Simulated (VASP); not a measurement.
**Mo: elastic constants with LDA**

Crystal: Mo.

```
Mo
1.0
    -1.58381    1.58381    1.58381
     1.58381   -1.58381    1.58381
     1.58381    1.58381   -1.58381
Mo
1
Cartesian
  0.0000 0.0000 0.0000
```

* Program: VASP 6.6.1
* Task: elastic constants
* Functional: LDA
* Potentials or basis: VASP PAW LDA potentials, release 64 (Mo_sv)
* Cutoff: 600 eV
* k mesh: 9 × 9 × 9
* Occupations: fermi-dirac, width 0.05 eV
* Spin: no spin polarisation
* Dipole correction: no
* Ions in elastic constants: relaxed
* Further INCAR settings: ALGO = Normal; EDIFF = 1e-08; NBANDS = 13; IBRION = 6; POTIM = 0.015; NSW = 1; ISIF = 3

| Property | Result |
| --- | --- |
| Elastic constants C11, C12, C44 | 448, 152, 95 GPa |
| Voigt bulk modulus | 251 GPa |

Elastic tensor in Voigt notation (GPa, in the Cartesian axes of the cell as first typed):
```
448 152 152   0   0   0
152 448 152   0   0   0
152 152 448   0   0   0
  0   0   0  95   0   0
  0   0   0   0  95   0
  0   0   0   0   0  95
```

Clamped-ion elastic tensor (GPa):
```
448 152 152   0   0   0
152 448 152   0   0   0
152 152 448   0   0   0
  0   0   0  95   0   0
  0   0   0   0  95   0
  0   0   0   0   0  95
```

Run time: 3.1 min on 1 thread of Intel Xeon 8259CL (shared host), peak memory 0.22 GiB.

Caveat: the cell is under stress, which shifts elastic constants.
